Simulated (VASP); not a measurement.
Write the native input for VASP 6.6.1 that does the following.

| Property | Result |
| --- | --- |
| Task | single point |
| Functional | LDA |
| Potentials or basis | VASP PAW LDA potentials, release 64 (Ta_sv_GW, N) |
| Cutoff | 600 eV |
| k mesh | 8 × 8 × 6 |
| Occupations | fermi-dirac, width 0.05 eV |
| Spin | no spin polarisation |
| Hubbard terms | Ta d U = 4.0 eV |
| Dipole correction | no |
| Second run | valence_matched |
| Further INCAR settings | ALGO = Normal; EDIFF = 1e-06; NBANDS = 26 |

The structure of TaN lies in POSCAR:

```
TaN
1.0
    4.1483224287      0.0000000000      0.0000000000
    0.0000000000      4.1483224287      0.0000000000
    0.0000000000      0.0000000000      3.0237872974
Ta N
2 2
Direct
    0.0000000000      0.0000000000      0.0000000000
    0.5000000000      0.5000000000      0.0000000000
    0.5000000000      0.0000000000     -0.0000020595
    0.0000000000      0.5000000000      1.0000020595
```

These files were run (other wordings do the same):

INCAR

```
SYSTEM = TaN
PREC = Accurate
ENCUT = 600
EDIFF = 1E-6
ISMEAR = -1
SIGMA = 0.05
LREAL = .False.
LASPH = .True.
NELM = 200
ALGO = Normal
ISIF = 2
LWAVE = .False.
LCHARG = .True.
LMAXMIX = 4
LDAU = .True.
LDAUTYPE = 2
LDAUL = 2 -1
LDAUU = 4 0
LDAUJ = 0 0
LDAUPRINT = 1
LELF = .True.
LVHAR = .True.
NBANDS = 26
GGA_COMPAT = .False.
```

KPOINTS

```
regular mesh
0
Gamma
  8 8 6
  0 0 0
```

Potentials or basis: VASP PAW LDA potentials, release 64 (Ta_sv_GW, N).

The run is started by

```bash
$ cat potpaw_LDA.64/Ta_sv_GW/POTCAR potpaw_LDA.64/N/POTCAR > POTCAR
$ mpirun -np 1 vasp_std > vasp.out
```

Results of the run:

- Pressure: 7.1 GPa
- Band gap on the k mesh: zero (band 18 reaches 11.83 eV, above the bottom of band 19 at 7.37 eV)

Caveat: spin-orbit coupling is left out, which moves the levels of the heavy elements; U without spin polarisation on a metal has little footing.

Run time: 42 s on 1 thread of Intel(R) Xeon(R) 6975P-C (Granite Rapids) (shared host), peak memory 0.22 GiB.
